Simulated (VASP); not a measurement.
# Al2GaSb3 (P3m1) in VASP: single point with PBE

Aim: the single point of Al2GaSb3 with PBE.

All numbers are computed with VASP 6.6.1; they aren't measurements. Logs are shortened: lines on timing, memory, paths and dates and some standing lists are left out, and cuts for length are marked.

## 1. The cell of the first run

The structure is trigonal, space group P3m1 (No. 156). The conventional cell has a = 4.400 Å, b = 4.400 Å, c = 10.775 Å, α = 90.00°, β = 90.00°, γ = 120.00°. Within 3.6 Å of Al (site symmetry 3m) lie 4 Sb at 2.69 Å. Within 3.6 Å of Al (site symmetry 3m) lie 4 Sb at 2.69 to 2.70 Å. Within 3.5 Å of Ga (site symmetry 3m) lie 4 Sb at 2.69 Å. Sb (site symmetry 3m) has 3 Ga at 2.69 Å and 1 Al at 2.69 Å within 3.6 Å. Sb (site symmetry 3m) has 4 Al at 2.69 to 2.70 Å within 3.6 Å. Sb (site symmetry 3m) has 1 Ga at 2.69 Å and 3 Al at 2.69 Å within 3.5 Å.

## 2. Single point, PBE

The input, INCAR:

```
SYSTEM = Al2GaSb3
PREC     = Accurate       ! precision mode
ENCUT    = 520            ! plane-wave cutoff, eV
EDIFF    = 1E-7           ! SCF threshold, eV
ISMEAR   = 0              ! smearing method
SIGMA    = 0.02           ! smearing width, eV
LREAL    = .FALSE.        ! projectors in reciprocal space
LASPH    = .TRUE.         ! aspherical terms in the spheres
NELM     = 100            ! most SCF steps
ALGO     = Normal         ! electronic algorithm
ISIF     = 2              ! what is computed and relaxed
LWAVE    = .FALSE.        ! write WAVECAR
LCHARG   = .FALSE.        ! write CHGCAR
GGA      = PE             ! functional
NBANDS   = 26             ! bands
```

The input, KPOINTS:

```
Automatic mesh
0
G
  12 12 4
  0 0 0
```

The input, POSCAR:

```
Al2GaSb3
1.0
    4.3996575902      0.0000000000      0.0000000000
   -2.1998287951      3.8102152411      0.0000000000
    0.0000000000      0.0000000000     10.7746778102
Al Ga Sb
2 1 3
Direct
    0.0000000000      0.0000000000      0.2498732947
    0.6666666667      0.3333333333      0.5838522311
    0.3333333333      0.6666666667      0.9164616524
    0.0000000000      0.0000000000      0.9997544732
    0.6666666667      0.3333333333      0.3333149858
    0.3333333333      0.6666666667      0.6667433628
```

Potentials or basis: VASP PAW PBE potentials, release 64 (Al, Ga_d, Sb).

On the command line:

```
$ cat potpaw_PBE.64/Al/POTCAR potpaw_PBE.64/Ga_d/POTCAR potpaw_PBE.64/Sb/POTCAR > POTCAR
$ mpirun -np 1 vasp_std > vasp.out
```

OUTCAR:

```text
SYSTEM = Al2GaSb3
   PREC = Accurate
   ENCUT = 520
   EDIFF = 1E-7
   ISMEAR = 0
   LREAL = .FALSE.
   LASPH = .TRUE.
   NELM = 100
   ISIF = 2
   GGA = PE

 ion  position               nearest neighbor table
   1  0.000  0.000  0.250-   5 2.69   5 2.69   5 2.69   4 2.69
   2  0.667  0.333  0.584-   6 2.69   6 2.69   6 2.69   5 2.70
   3  0.333  0.667  0.916-   6 2.69   4 2.69   4 2.69   4 2.69
   4  0.000  0.000  1.000-   3 2.69   3 2.69   3 2.69   1 2.69
   5  0.667  0.333  0.333-   1 2.69   1 2.69   1 2.69   2 2.70
   6  0.333  0.667  0.667-   3 2.69   2 2.69   2 2.69   2 2.69

  LATTYP: Found a hexagonal cell.
 ALAT       =     4.3996575902
 C/A-ratio  =     2.4489809921

  Lattice vectors:

 A1 = (   4.3996575902,   0.0000000000,   0.0000000000)
 A2 = (  -2.1998287951,   3.8102152411,   0.0000000000)
 A3 = (   0.0000000000,   0.0000000000,  10.7746778102)

Analysis of symmetry for initial positions (statically):
=====================================================================
 Subroutine PRICEL returns:
 Original cell was already a primitive cell.

 Routine SETGRP: Setting up the symmetry group for a
 hexagonal supercell.

 Subroutine GETGRP returns: Found  6 space group operations
 (whereof  6 operations were pure point group operations)
 out of a pool of 24 trial point group operations.

The static configuration has the point symmetry C_3v.

Analysis of symmetry for dynamics (positions and initial velocities):
=====================================================================
 Subroutine PRICEL returns:
 Original cell was already a primitive cell.

 Routine SETGRP: Setting up the symmetry group for a
 hexagonal supercell.

 Subroutine GETGRP returns: Found  6 space group operations
 (whereof  6 operations were pure point group operations)
 out of a pool of 24 trial point group operations.

The dynamic configuration has the point symmetry C_3v.

 Subroutine INISYM returns: Found  6 space group operations
 (whereof  6 operations are pure point group operations),
 and found     1 'primitive' translations

----------------------------------------------------------------------------------------

                                     Primitive cell

  volume of cell :     180.6228

[... 91 lines left out ...]
   LNONCOLLINEAR =      F non collinear calculations
   LSORBIT =      F    spin-orbit coupling
   LASPH  =      T    aspherical Exc in radial PAW
   ENCUT  =  520.0 eV  38.22 Ry    6.18 a.u.   8.18  8.18 20.03*2*pi/ulx,y,z
   NELM   =    100;   NELMIN=  2; NELMDL= -5     # of ELM steps
   EDIFF  = 0.1E-06   stopping-criterion for ELM
   LREAL  =      F    real-space projection
   EDIFFG = 0.1E-05   stopping-criterion for IOM
   NSW    =      0    number of steps for IOM
   IBRION =     -1    ionic relax: 0-MD 1-quasi-New 2-CG
   NFREE  =      0    steps in history (QN), initial steepest desc. (CG)
   ISIF   =      2    stress and relaxation
   ISYM   =      2    0-nonsym 1-usesym 2-fastsym
   POTIM  = 0.5000    time-step for ionic-motion
   TEBEG  =    0.0;   TEEND  =   0.0 temperature during run
   PSTRESS=    0.0 pullay stress
   NELECT =      34.0000    total number of electrons
   NUPDOWN=      -1.0000    fix difference up-down
   EMIN   =  10.00;   EMAX   =-10.00  energy-range for DOS
   EFERMI =   0.00;   METHOD = LEGACY
   ISMEAR =     0;   SIGMA  =   0.02  broadening in eV -4-tet -1-fermi 0-gaus
   EFERMI_NEDOS =   21; number of points for ismear=-14 and -15
   IALGO  =     38    algorithm
   IMIX   =      4    mixing-type and parameters
     AMIX     =   0.40;   BMIX     =  1.00
     AMIX_MAG =   1.60;   BMIX_MAG =  1.00
  volume/ion in A,a.u.               =      30.10       203.15
  Fermi-wavevector in a.u.,A,eV,Ry     =   0.938232  1.773001 11.976927  0.880279
  Thomas-Fermi vector in A             =   2.065423
   LORBIT       =      0    0 simple, 1 ext, 2 COOP (PROOUT), +10 PAW based schemes
   GGA     = PE    functional components
   LHFCALC =     F    Hartree Fock is set to
   AEXX    =    0.0000 exact exchange contribution
   IVDW    =     0    specifies the selected vdW correction
   LEPSILON=     F    determine dielectric tensor
   LRPA    =     F    only Hartree local field effects (RPA)
 non-spin polarized calculation
 Gauss-broadening in eV      SIGMA  =   0.02
  energy-cutoff  :      520.00
  volume of cell :      180.62
 maximum number of plane-waves:      4907
 NGX is ok and might be reduce to    36
   NGX = 17   NGY = 17   NGZ = 41

 number of electron      33.9999997 magnetization

 Free energy of the ion-electron system (eV)
  ---------------------------------------------------
  ext. energy  EPLUGINS =         0.00000000
  ---------------------------------------------------
  free energy    TOTEN  =       -23.79297366 eV

  energy without entropy =      -23.79297366  energy(sigma->0) =      -23.79297366

 E-fermi :   4.5174     XC(G=0):  -8.6165

 val. band max:        4.4126750296   @ k =   0.0000   0.0000   0.0000
 cond. band min:       4.7997324029   @ k =   0.0000   0.0000   0.0000
 fundamental gap:      0.3870573733
 Fermi energy:         4.5173687727

 k-point     1 :       0.0000    0.0000    0.0000
  band No.  band energies     occupation
      1     -10.3539      2.00000
      2     -10.3382      2.00000
      3     -10.3382      2.00000
      4     -10.3011      2.00000
      5     -10.3011      2.00000
      6      -6.3308      2.00000
[... 685 lines left out ...]
     25       8.5227      0.00000
     26       8.5535      0.00000

 [... further k-points ...]
[... 5 lines left out ...]
  --------------------------------------------------------------------------------------
  -------------------------------------------------------------------------------------
  Total        0.1603269      0.1603269      0.1573397      0.0000000      0.0000000      0.0000000
  in kB        1.4221466      1.4221466      1.3956495      0.0000000      0.0000000      0.0000000
  external PRESSURE =       1.4133142 kB  Pullay stress =       0.0000000 kB

 VOLUME and BASIS-vectors are now :
 -----------------------------------------------------------------------------
  energy-cutoff  :      520.00
  volume of cell :      180.62
      direct lattice vectors                 reciprocal lattice vectors
     4.399657590  0.000000000  0.000000000     0.227290415  0.131226182  0.000000000
    -2.199828795  3.810215241  0.000000000     0.000000000  0.262452365  0.000000000
     0.000000000  0.000000000 10.774677810     0.000000000  0.000000000  0.092810200

 POSITION                                       TOTAL-FORCE (eV/Angst)
 -----------------------------------------------------------------------------------
      0.00000      0.00000      2.69230         0.000000      0.000000     -0.002554
      2.19983      1.27007      6.29082        -0.000000      0.000000     -0.000494
     -0.00000      2.54014      9.87458         0.000000      0.000000      0.001743
      0.00000      0.00000     10.77203         0.000000     -0.000000     -0.008033
      2.19983      1.27007      3.59136        -0.000000      0.000000      0.000193
     -0.00000      2.54014      7.18394        -0.000000      0.000000      0.009144
 -----------------------------------------------------------------------------------
    total drift:                               -0.000000      0.000000      0.000242

  FREE ENERGIE OF THE ION-ELECTRON SYSTEM (eV)
  ---------------------------------------------------
  free  energy   TOTEN  =       -23.7929736625 eV

  energy  without entropy=      -23.7929736625  energy(sigma->0) =      -23.79297366
```

Run time: 6.5 min. Hardware: 1 thread of AMD EPYC 7R43 (Zen 3), shared host; peak memory 0.49 GiB.

Results:

| Quantity | Value |
| --- | --- |
| Free energy | -23.7930 eV |
| Pressure | 0.1 GPa |
| Largest force | 0.009 eV/Å |
| Band gap on the k mesh | 0.39 eV |

Forces in eV/Å, atoms in the order of the input:
```
Al   0.000  0.000 -0.003
Al   0.000  0.000  0.000
Ga   0.000  0.000  0.002
Sb   0.000  0.000 -0.008
Sb   0.000  0.000  0.000
Sb   0.000  0.000  0.009
```

Caveat: semilocal functionals underestimate gaps, and a narrow one can read as zero; spin-orbit coupling is left out, which moves the levels of the heavy elements. A k mesh can miss the band edges.
